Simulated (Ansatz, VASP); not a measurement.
## Two plane-wave programs on Ta

INCAR

```
SYSTEM = Ta
  PREC = Accurate
  ENCUT = 500
  EDIFF = 1E-6
  ISMEAR = 0
  SIGMA = 0.1
  LREAL = .FALSE.
  LASPH = .TRUE.
  NELM = 200
  ALGO = Normal
  ISIF = 2
  LWAVE = .FALSE.
  LCHARG = .FALSE.
  MAGMOM = 0 0 0
  LORBIT = 11
  LSORBIT = .TRUE.
  GGA_COMPAT = .FALSE.
  LORBMOM = .TRUE.
  LMAXMIX = 4
  GGA = LIBXC
  LIBXC1 = GGA_X_B88
  LIBXC2 = GGA_C_PBE
  NBANDS = 22
```

File KPOINTS:

```
Automatic mesh
0
G
  11 11 11
  0 0 0
```

The input POSCAR:

```
Ta
1.0
   -1.6512800000      1.6512800000      1.6512800000
    1.6512800000     -1.6512800000      1.6512800000
    1.6512800000      1.6512800000     -1.6512800000
Ta
1
Direct
    0.0000000000      0.0000000000      0.0000000000
```

Contents of input.yaml:

```yaml
crystal:
  lattice: { a: 3.30256, b: 3.30256, c: 3.30256, alpha: 90.0, beta: 90.0, gamma: 90.0 }
  space_group: 229
  reduce_to_primitive: true
  atoms:
    - { symbol: Ta, wyckoff: "2a", position: [0.0, 0.0, 0.0] }
hamiltonian:
  xc: { exchange: b88, correlation: pbe }
  pseudopotentials: { kind: paw_fr }
magnetization:
  noncollinear: true
  spin_orbit: true
kpoints:
  mp_grid: { grid: [11, 11, 11] }
scf:
  occupations: { method: gaussian, width: 0.1 }
output:
  forces: true
  stress: true
  eigenvalues: true
  bader: true
  populations: true
  write_density: true
  write_potential: true
  elf: true
  volumetric_format: npy
```

Alike in both runs: functional b88 exchange, pbe correlation; k mesh 11 × 11 × 11; occupations gaussian, width 0.1 eV; non-collinear spin, spin-orbit coupling.

|  | VASP | Ansatz |
| --- | --- | --- |
| version | VASP 6.6.1 | Ansatz 0.2.0 |
| potentials or method | VASP PAW PBE potentials, release 64 (Ta_pv) | Ansatz PAW |
| plane-wave cutoff (eV) | 500 | 420 |
| valence electrons in the cell | 11 | 13 |
| task | single point | atomic charges |

```tsv
	VASP	Ansatz	Ansatz less VASP
pressure (GPa)	1.9	1.9	-0.03
net moment per atom (μB)	0.00	0.00	0.000
```

VASP's potentials were made for PBE, not for b88 exchange, pbe correlation. VASP's potentials hold 11 valence electrons a cell and Ansatz's 13, so a difference there can come from the potentials and not from the codes.
